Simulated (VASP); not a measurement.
Write the native input for VASP 6.6.1 that does the following.

* Task: single point
* Functional: PBE
* Potentials or basis: VASP PAW PBE potentials, release 64 (Sr_sv, Hf_pv, O)
* Cutoff: 520 eV
* k mesh: 8 × 8 × 6
* Occupations: gaussian, width 0.1 eV
* Spin: no spin polarisation
* Dipole correction: no
* Further INCAR settings: ALGO = Normal; EDIFF = 1e-06; NBANDS = 29

The structure of Sr2HfO2 lies in POSCAR:

```
Sr2HfO2
1.0
    4.7814467991      0.0000000000      0.0000000000
    0.0000000000      4.7814467991      0.0000000000
    0.0000000000      0.0000000000      6.0902128139
Sr Hf O
2 1 2
Direct
    0.0000000000      0.0000000000      0.0000000000
    0.5000000000      0.5000000000      0.0000000000
    0.5000000000      0.5000000000      0.5000000000
    0.0000000000      0.0000000000      0.6145906466
    0.0000000000      0.0000000000      0.3854093534
```

The input as run:

INCAR

```
  PREC = Accurate
  ENCUT = 520
  EDIFF = 1E-6
  ISMEAR = 0
  SIGMA = 0.1
  LREAL = F
  LASPH = T
  NELM = 100
  ALGO = Normal
  ISIF = 2
  LWAVE = F
  LCHARG = F
  GGA = PE
  NBANDS = 29
```

KPOINTS

```
regular mesh
0
Gamma
  8 8 6
```

Potentials or basis: VASP PAW PBE potentials, release 64 (Sr_sv, Hf_pv, O).

Launch:

```console
$ cat potpaw_PBE.64/Sr_sv/POTCAR potpaw_PBE.64/Hf_pv/POTCAR potpaw_PBE.64/O/POTCAR > POTCAR
$ mpirun -np 1 vasp_std > vasp.out
```

It gave:

| Quantity | Value |
| --- | --- |
| Pressure | 0.2 GPa |
| Largest force | 0.211 eV/Å |
| Band gap on the k mesh | zero (band 21 reaches 2.80 eV, above the bottom of band 22 at 1.89 eV) |

Caveat: spin-orbit coupling is left out, which moves the levels of the heavy elements.

Wall time 6.3 min on 1 thread of AMD EPYC 7R43 64-Core Processor (Zen 3), with other jobs on the host, peak memory 0.36 GiB.
